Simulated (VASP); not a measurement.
# MgS (P4_12_12) in VASP: notebook

MgS is run at these levels: PBE; tasks: single point, relaxation of cell and atoms.

Everything below comes from runs of VASP 6.6.1. Logs are shortened: lines on timing, memory, paths and dates and some standing lists are left out, and cuts for length are marked.

**1. The cell of the first run**

The structure is tetragonal, space group P4_12_12 (No. 92). Conventional cell: a = 6.968 Å, b = 6.968 Å, c = 3.693 Å, α = 90.00°, β = 90.00°, γ = 90.00°. Within 3.3 Å of Mg (site symmetry 2) lie 4 S at 2.48 to 2.49 Å. Within 3.3 Å of S (site symmetry 2) lie 4 Mg at 2.48 to 2.49 Å.

**2. Single point, PBE**

INCAR reads:

```
SYSTEM = MgS
  ALGO = Normal
  EDIFF = 1E-6
  ENCUT = 520
  GGA = PE
  ISIF = 2
  ISMEAR = 0
  LASPH = .True.
  LCHARG = .False.
  LREAL = .False.
  LWAVE = .False.
  NBANDS = 26
  NELM = 100
  PREC = Accurate
  SIGMA = 0.02
```

KPOINTS reads:

```
k-points
0
Gamma
  4 4 6
  0 0 0
```

POSCAR reads:

```
MgS
1.0
    6.9677028439      0.0000000000      0.0000000000
    0.0000000000      6.9677028439      0.0000000000
    0.0000000000      0.0000000000      3.6930551168
Mg S
4 4
Direct
    0.6640866202      0.6640866202      0.5000000000
    0.1640866202      0.8359133798      0.2500000000
    0.3359133798      0.3359133798      0.0000000000
    0.8359133798      0.1640866202      0.7500000000
    0.8316904125      0.8316904125      0.0000000000
    0.3316904125      0.6683095875      0.7500000000
    0.1683095875      0.1683095875      0.5000000000
    0.6683095875      0.3316904125      0.2500000000
```

Potentials or basis: VASP PAW PBE potentials, release 64 (Mg, S).

Started as:

```bash
$ cat potpaw_PBE.64/Mg/POTCAR potpaw_PBE.64/S/POTCAR > POTCAR
$ mpirun -np 1 vasp_std > vasp.out
```

OUTCAR:

```text
SYSTEM = MgS
   EDIFF = 1E-6
   ENCUT = 520
   GGA = PE
   ISIF = 2
   ISMEAR = 0
   LASPH = .True.
   LREAL = .False.
   NELM = 100
   PREC = Accurate

 ion  position               nearest neighbor table
   1  0.664  0.664  0.500-   5 2.48   5 2.48   8 2.49   6 2.49
   2  0.164  0.836  0.250-   6 2.48   6 2.48   7 2.49   5 2.49
   3  0.336  0.336  0.000-   7 2.48   7 2.48   8 2.49   6 2.49
   4  0.836  0.164  0.750-   8 2.48   8 2.48   5 2.49   7 2.49
   5  0.832  0.832  0.000-   1 2.48   1 2.48   4 2.49   2 2.49
   6  0.332  0.668  0.750-   2 2.48   2 2.48   3 2.49   1 2.49
   7  0.168  0.168  0.500-   3 2.48   3 2.48   4 2.49   2 2.49
   8  0.668  0.332  0.250-   4 2.48   4 2.48   1 2.49   3 2.49

  LATTYP: Found a simple tetragonal cell.
 ALAT       =     6.9677028439
 C/A-ratio  =     0.5300247728

  Lattice vectors:

 A1 = (   6.9677028439,   0.0000000000,   0.0000000000)
 A2 = (   0.0000000000,   6.9677028439,   0.0000000000)
 A3 = (   0.0000000000,   0.0000000000,   3.6930551168)

Analysis of symmetry for initial positions (statically):
=====================================================================
 Subroutine PRICEL returns:
 Original cell was already a primitive cell.

 Routine SETGRP: Setting up the symmetry group for a
 simple tetragonal supercell.

 Subroutine GETGRP returns: Found  8 space group operations
 (whereof  2 operations were pure point group operations)
 out of a pool of 16 trial point group operations.

The static configuration has the point symmetry C_2 .
 The point group associated with its full space group is D_4 .

Analysis of symmetry for dynamics (positions and initial velocities):
=====================================================================
 Subroutine PRICEL returns:
 Original cell was already a primitive cell.

 Routine SETGRP: Setting up the symmetry group for a
 simple tetragonal supercell.

 Subroutine GETGRP returns: Found  8 space group operations
 (whereof  2 operations were pure point group operations)
 out of a pool of 16 trial point group operations.

The dynamic configuration has the point symmetry C_2 .
 The point group associated with its full space group is D_4 .

 Subroutine INISYM returns: Found  8 space group operations
 (whereof  2 operations are pure point group operations),
 and found     1 'primitive' translations

----------------------------------------------------------------------------------------

                                     Primitive cell

  volume of cell :     179.2937

  direct lattice vectors                    reciprocal lattice vectors
     6.967702844  0.000000000  0.000000000     0.143519324  0.000000000  0.000000000
     0.000000000  6.967702844  0.000000000     0.000000000  0.143519324  0.000000000
     0.000000000  0.000000000  3.693055117     0.000000000  0.000000000  0.270778520

  length of vectors
     6.967702844  6.967702844  3.693055117     0.143519324  0.143519324  0.270778520

  position of ions in fractional coordinates (direct lattice)
     0.664086620  0.664086620  0.500000000
     0.164086620  0.835913380  0.250000000
     0.335913380  0.335913380  0.000000000
     0.835913380  0.164086620  0.750000000
     0.831690413  0.831690413  0.000000000
     0.331690413  0.668309587  0.750000000
     0.168309587  0.168309587  0.500000000
     0.668309587  0.331690413  0.250000000

  ion indices of the primitive-cell ions
   primitive index   ion index
                 1           1
                 2           2
                 3           3
                 4           4
                 5           5
                 6           6
                 7           7
                 8           8

----------------------------------------------------------------------------------------

 KPOINTS: k-points

Automatic generation of k-mesh.
 Grid dimensions read from file:
 generate k-points for:    4    4    6

 Generating k-lattice:

  Cartesian coordinates                     Fractional coordinates (reciprocal lattice)
     0.035879831  0.000000000  0.000000000     0.250000000  0.000000000  0.000000000
     0.000000000  0.035879831  0.000000000     0.000000000  0.250000000  0.000000000
     0.000000000  0.000000000  0.045129753     0.000000000  0.000000000  0.166666667

  Length of vectors
     0.035879831  0.035879831  0.045129753

  Shift w.r.t. Gamma in fractional coordinates (k-lattice)
     0.000000000  0.000000000  0.000000000

 Subroutine IBZKPT returns following result:
 ===========================================

 Found     24 irreducible k-points:

 Following reciprocal coordinates:
            Coordinates               Weight
  0.000000  0.000000  0.000000      1.000000
  0.250000  0.000000  0.000000      4.000000
  0.500000  0.000000  0.000000      2.000000
  0.250000  0.250000  0.000000      4.000000
  0.500000  0.250000  0.000000      4.000000
  0.500000  0.500000  0.000000      1.000000
[... 16 lines left out ...]
[... 36 lines left out ...]
   EFERMI_NEDOS =   21; number of points for ismear=-14 and -15
   IALGO  =     38    algorithm
   IMIX   =      4    mixing-type and parameters
     AMIX     =   0.40;   BMIX     =  1.00
     AMIX_MAG =   1.60;   BMIX_MAG =  1.00
  volume/ion in A,a.u.               =      22.41       151.24
  Fermi-wavevector in a.u.,A,eV,Ry     =   0.921729  1.741815 11.559291  0.849584
  Thomas-Fermi vector in A             =   2.047177
   LORBIT       =      0    0 simple, 1 ext, 2 COOP (PROOUT), +10 PAW based schemes
   GGA     = PE    functional components
   LHFCALC =     F    Hartree Fock is set to
   AEXX    =    0.0000 exact exchange contribution
   IVDW    =     0    specifies the selected vdW correction
   LEPSILON=     F    determine dielectric tensor
   LRPA    =     F    only Hartree local field effects (RPA)
 non-spin polarized calculation
 Gauss-broadening in eV      SIGMA  =   0.02
  energy-cutoff  :      520.00
  volume of cell :      179.29
 maximum number of plane-waves:      4860
 NGX is ok and might be reduce to    54
   NGX = 25   NGY = 25   NGZ = 13

 number of electron      32.0000002 magnetization

 Free energy of the ion-electron system (eV)
  ---------------------------------------------------
  ext. energy  EPLUGINS =         0.00000000
  ---------------------------------------------------
  free energy    TOTEN  =       -32.94312149 eV

  energy without entropy =      -32.94312149  energy(sigma->0) =      -32.94312149

 E-fermi :   1.7345     XC(G=0):  -8.4452

 val. band max:        1.6301673534   @ k =   0.0000   0.0000   0.0000
 cond. band min:       4.4718489603   @ k =   0.0000   0.0000   0.0000
 fundamental gap:      2.8416816069
 Fermi energy:         1.7344926173

 k-point     1 :       0.0000    0.0000    0.0000
  band No.  band energies     occupation
      1     -10.1471      2.00000
      2      -9.3703      2.00000
      3      -9.3703      2.00000
      4      -9.3099      2.00000
      5      -2.3797      2.00000
      6      -1.1454      2.00000
[... 18 lines left out ...]
     25       9.1761      0.00000
     26       9.6735      0.00000

 k-point     2 :       0.2500    0.0000    0.0000
  band No.  band energies     occupation
      1     -10.0675      2.00000
      2      -9.5757      2.00000
      3      -9.3362      2.00000
      4      -9.2368      2.00000
      5      -2.2856      2.00000
      6      -1.5246      2.00000
[... 18 lines left out ...]
     25       8.9248      0.00000
     26       9.3942      0.00000

 k-point     3 :       0.5000    0.0000    0.0000
  band No.  band energies     occupation
      1      -9.8527      2.00000
      2      -9.8527      2.00000
      3      -9.2647      2.00000
      4      -9.2647      2.00000
      5      -2.0006      2.00000
      6      -2.0006      2.00000
[... 572 lines left out ...]
 k-point    23 :       0.5000    0.2500    0.5000
  band No.  band energies     occupation
      1      -9.2152      2.00000
      2      -9.2152      2.00000
      3      -9.0279      2.00000
      4      -9.0279      2.00000
      5      -2.0157      2.00000
      6      -2.0157      2.00000
[... 18 lines left out ...]
     25       8.9942      0.00000
     26       8.9952      0.00000

 k-point    24 :       0.5000    0.5000    0.5000
  band No.  band energies     occupation
      1      -9.1230      2.00000
      2      -9.1230      2.00000
      3      -9.1230      2.00000
      4      -9.1230      2.00000
      5      -1.8242      2.00000
      6      -1.8242      2.00000
[... 18 lines left out ...]
     25       9.3466      0.00000
     26       9.3466      0.00000

------------------------ aborting loop because EDIFF is reached ----------------------------------------

  FORCE on cell =-STRESS in cart. coord.  units (eV):
  Direction    XX          YY          ZZ          XY          YZ          ZX
  --------------------------------------------------------------------------------------
  -------------------------------------------------------------------------------------
  Total       -0.1725106     -0.1725106     -0.2069729     -0.0000000      0.0000000      0.0000000
  in kB       -1.5415629     -1.5415629     -1.8495204     -0.0000000      0.0000000      0.0000000
  external PRESSURE =      -1.6442154 kB  Pullay stress =       0.0000000 kB

 VOLUME and BASIS-vectors are now :
 -----------------------------------------------------------------------------
  energy-cutoff  :      520.00
  volume of cell :      179.29
      direct lattice vectors                 reciprocal lattice vectors
     6.967702844  0.000000000  0.000000000     0.143519324  0.000000000  0.000000000
     0.000000000  6.967702844  0.000000000     0.000000000  0.143519324  0.000000000
     0.000000000  0.000000000  3.693055117     0.000000000  0.000000000  0.270778520

 POSITION                                       TOTAL-FORCE (eV/Angst)
 -----------------------------------------------------------------------------------
      4.62716      4.62716      1.84653        -0.001002     -0.001002     -0.000000
      1.14331      5.82440      0.92326        -0.001002      0.001002     -0.000000
      2.34054      2.34054      0.00000         0.001002      0.001002     -0.000000
      5.82440      1.14331      2.76979         0.001002     -0.001002     -0.000000
      5.79497      5.79497      0.00000        -0.003126     -0.003126     -0.000000
      2.31112      4.65658      2.76979        -0.003126      0.003126      0.000000
      1.17273      1.17273      1.84653         0.003126      0.003126     -0.000000
      4.65658      2.31112      0.92326         0.003126     -0.003126      0.000000
 -----------------------------------------------------------------------------------
    total drift:                                0.000000     -0.000000     -0.000000

  FREE ENERGIE OF THE ION-ELECTRON SYSTEM (eV)
  ---------------------------------------------------
  free  energy   TOTEN  =       -32.9431214858 eV

  energy  without entropy=      -32.9431214858  energy(sigma->0) =      -32.94312149
```

It took 2.1 min on 1 thread of Intel Xeon Platinum 8259CL at 2.50GHz (Skylake/Cascade Lake), shared host; peak memory 0.31 GiB.

Results:

- Free energy: -32.9431 eV
- Pressure: -0.2 GPa
- Largest force: 0.004 eV/Å
- Band gap on the k mesh: 2.84 eV, direct

Forces on the atoms (eV/Å):
```
Mg  -0.001 -0.001  0.000
Mg  -0.001  0.001  0.000
Mg   0.001  0.001  0.000
Mg   0.001 -0.001  0.000
S   -0.003 -0.003  0.000
S   -0.003  0.003  0.000
S    0.003  0.003  0.000
S    0.003 -0.003  0.000
```

Levels at points of the mesh, in eV from the valence-band top:
```
           k point  band 12  band 13  band 14  band 15  band 16  band 17  band 18  band 19  band 20  band 21
(0.00, 0.00, 0.00)    -0.44    -0.17    -0.17    -0.14     0.00     2.84     4.90     4.90     5.87     6.16
(0.50, 0.00, 0.00)    -0.82    -0.35    -0.35    -0.11    -0.11     4.30     4.30     4.85     4.85     5.85
(0.50, 0.50, 0.00)    -0.96    -0.22    -0.22    -0.11    -0.11     4.31     4.31     4.69     4.69     5.96
(0.00, 0.00, 0.50)    -1.65    -0.88    -0.88    -0.65    -0.65     3.61     3.61     4.89     4.89     6.38
(0.50, 0.00, 0.50)    -1.72    -0.86    -0.86    -0.41    -0.41     4.12     4.12     4.66     4.66     5.20
(0.50, 0.50, 0.50)    -1.61    -0.78    -0.78    -0.78    -0.78     4.32     4.32     4.32     4.32     5.68
```

**3. Relaxation of cell and atoms, PBE**

INCAR reads:

```
ALGO = Normal
EDIFF = 1E-7
EDIFFG = -0.01
ENCUT = 600
GGA = PE
IBRION = 2
ISIF = 3
ISMEAR = 0
LASPH = T
LCHARG = F
LREAL = F
LWAVE = F
NELM = 100
NSW = 100
PREC = Accurate
SIGMA = 0.02
```

KPOINTS reads:

```
k-points
0
Gamma
  4 4 6
```

POSCAR reads:

```
MgS
1.0
    6.9682964256      0.0000000000      0.0000000000
    0.0000000000      6.9682964256      0.0000000000
    0.0000000000      0.0000000000      3.6924760682
Mg S
4 4
Direct
    0.6644464098      0.6644464098      0.5000000000
    0.1644464098      0.8355535902      0.2500000000
    0.3355535902      0.3355535902      0.0000000000
    0.8355535902      0.1644464098      0.7500000000
    0.8314915043      0.8314915043      0.0000000000
    0.3314915043      0.6685084957      0.7500000000
    0.1685084957      0.1685084957      0.5000000000
    0.6685084957      0.3314915043      0.2500000000
```

Potentials or basis: VASP PAW PBE potentials, release 64 (Mg, S).

Started as:

```bash
$ cat potpaw_PBE.64/Mg/POTCAR potpaw_PBE.64/S/POTCAR > POTCAR
$ mpirun -np 1 vasp_std > vasp.out
```

Wall time 4.5 min (1 thread of Intel Xeon Platinum 8259CL at 2.50GHz (Skylake/Cascade Lake), shared host); peak memory 0.36 GiB.

The run converged. Its results:

* Free energy: -32.9450 eV
* Relaxed volume: 22.35 Å³/atom
* Relaxed cell: a = 6.960 Å, b = 6.960 Å, c = 3.691 Å, α = 90.00°, β = 90.00°, γ = 90.00°
* Space group after relaxing (to 0.05 Å): P4_12_12 (No. 92)
* Energy gained by relaxing: 0.1 meV/atom
* Ionic steps: 4
* Pressure after relaxing: 0.0 GPa
* Largest force after relaxing: 0.007 eV/Å
* Band gap on the k mesh: 2.85 eV, direct

Forces in eV/Å, atoms in the order of the input:
```
Mg  -0.005 -0.005  0.000
Mg  -0.005  0.005  0.000
Mg   0.005  0.005  0.000
Mg   0.005 -0.005  0.000
S   -0.001 -0.001  0.000
S   -0.001  0.001  0.000
S    0.001  0.001  0.000
S    0.001 -0.001  0.000
```

Step by step:
| step | energy change (eV) | largest force (eV/Å) | pressure (GPa) | volume (Å³) |
| --- | --- | --- | --- | --- |
| 1 | 0.0000 | 0.0337 | -0.14 | 179.30 |
| 2 | -0.0005 | 0.0156 | 0.02 | 178.77 |
| 3 | -0.0005 | 0.0140 | 0.03 | 178.73 |
| 4 | -0.0006 | 0.0072 | 0.01 | 178.81 |

Final structure:
```
Mg S
1.0
     6.96040    0.00000    0.00000
     0.00000    6.96040    0.00000
     0.00000    0.00000    3.69083
Mg S
4 4
Direct
  0.66419 0.66419 0.50000
  0.16419 0.83581 0.25000
  0.33581 0.33581 0.00000
  0.83581 0.16419 0.75000
  0.83169 0.83169 0.00000
  0.33169 0.66831 0.75000
  0.16831 0.16831 0.50000
  0.66831 0.33169 0.25000
```

Levels at points of the mesh, in eV from the valence-band top:
| k point | band 14 | band 15 | band 16 | band 17 | band 18 | band 19 |
| --- | --- | --- | --- | --- | --- | --- |
| (0.00, 0.00, 0.00) | -0.17 | -0.14 | 0.00 | 2.85 | 4.91 | 4.91 |
| (0.50, 0.00, 0.00) | -0.35 | -0.12 | -0.12 | 4.31 | 4.31 | 4.86 |
| (0.50, 0.50, 0.00) | -0.22 | -0.11 | -0.11 | 4.31 | 4.31 | 4.71 |
| (0.00, 0.00, 0.50) | -0.88 | -0.65 | -0.65 | 3.61 | 3.61 | 4.90 |
| (0.50, 0.00, 0.50) | -0.86 | -0.41 | -0.41 | 4.12 | 4.12 | 4.67 |
| (0.50, 0.50, 0.50) | -0.78 | -0.78 | -0.78 | 4.33 | 4.33 | 4.33 |

As with any semilocal functional, this PBE gap is likely too small.

**4. Single point, PBE**

INCAR reads:

```
SYSTEM = MgS
PREC = Accurate
ENCUT = 520
EDIFF = 1E-7
ISMEAR = 0
SIGMA = 0.1
LREAL = .FALSE.
LASPH = .TRUE.
NELM = 100
ALGO = Normal
ISIF = 2
LWAVE = .FALSE.
LCHARG = .TRUE.
GGA = PE
LELF = .TRUE.
LVHAR = .TRUE.
NBANDS = 26
```

KPOINTS reads:

```
Automatic mesh
0
G
  4 2 2
  0 0 0
```

POSCAR reads:

```
MgS
1.0
    0.0000000000      0.0000000000      3.6930551168
    6.9677028439      0.0000000000      0.0000000000
    0.0000000000      6.9677028439      0.0000000000
Mg S
4 4
Direct
    0.5000000000      0.6640866202      0.6640866202
    0.2500000000      0.1640866202      0.8359133798
    1.0000000000      0.3359133798      0.3359133798
    0.7500000000      0.8359133798      0.1640866202
    1.0000000000      0.8316904125      0.8316904125
    0.7500000000      0.3316904125      0.6683095875
    0.5000000000      0.1683095875      0.1683095875
    0.2500000000      0.6683095875      0.3316904125
```

Started as:

```bash
$ cat potpaw_PBE.64/Mg/POTCAR potpaw_PBE.64/S/POTCAR > POTCAR
$ mpirun -np 1 vasp_std > vasp.out
```

Wall time 33 s (1 thread of Intel Xeon Platinum 8559C (Emerald Rapids), shared host); peak memory 0.27 GiB.

Results (log left out):

```
Free energy            : -32.9158 eV
Pressure               : -0.1 GPa
Largest force          : 0.013 eV/Å
Band gap on the k mesh : 2.84 eV, direct
```

Forces in eV/Å, atoms in the order of the input:
```
Mg   0.003  0.003  0.000
Mg   0.003 -0.003  0.000
Mg  -0.003 -0.003  0.000
Mg  -0.003  0.003  0.000
S   -0.009 -0.009  0.000
S   -0.009  0.009  0.000
S    0.009  0.009  0.000
S    0.009 -0.009  0.000
```

Stress tensor (GPa, compression positive):
```
-0.23  0.00  0.00
 0.00 -0.23  0.00
 0.00  0.00  0.02
```

Levels at points of the mesh, in eV from the valence-band top:
```
           k point  band 14  band 15  band 16  band 17  band 18  band 19
(0.00, 0.00, 0.00)    -0.17    -0.14     0.00     2.84     4.90     4.90
(0.50, 0.00, 0.00)    -0.88    -0.65    -0.65     3.60     3.60     4.88
(0.00, 0.50, 0.00)    -0.35    -0.11    -0.11     4.30     4.30     4.84
(0.50, 0.50, 0.00)    -0.86    -0.41    -0.41     4.12     4.12     4.66
(0.00, 0.50, 0.50)    -0.22    -0.11    -0.11     4.31     4.31     4.69
(0.50, 0.50, 0.50)    -0.78    -0.78    -0.78     4.32     4.32     4.32
```

Caveat: the k points lie up to 0.45 Å⁻¹ apart. PBE gaps usually lie below the measured ones, often by a third to a half.

**5. Summary**

```csv
task,cell,k mesh,cutoff (eV),smearing,gap on the mesh (eV),pressure (GPa),largest force (eV/Å)
single point,"a = 6.968, b = 6.968, c = 3.693 Å, 8 atoms",4 × 4 × 6,520,gaussian 0.02 eV,2.84,-0.2,-
relaxation of cell and atoms,"relaxed from a = 6.968, b = 6.968, c = 3.692 Å, 8 atoms",4 × 4 × 6,600,gaussian 0.02 eV,2.85,0.0,0.01
single point,"a = 3.693, b = 6.968, c = 6.968 Å, 8 atoms",4 × 2 × 2,520,gaussian 0.1 eV,2.84,-0.1,0.01
```

Alike in all rows: level PBE; potentials or basis VASP PAW PBE potentials, release 64 (Mg, S); no spin polarisation.

Caveats: some runs use coarse meshes.

Total energies depend on the potentials used, so only differences within one code and one set of settings carry meaning.
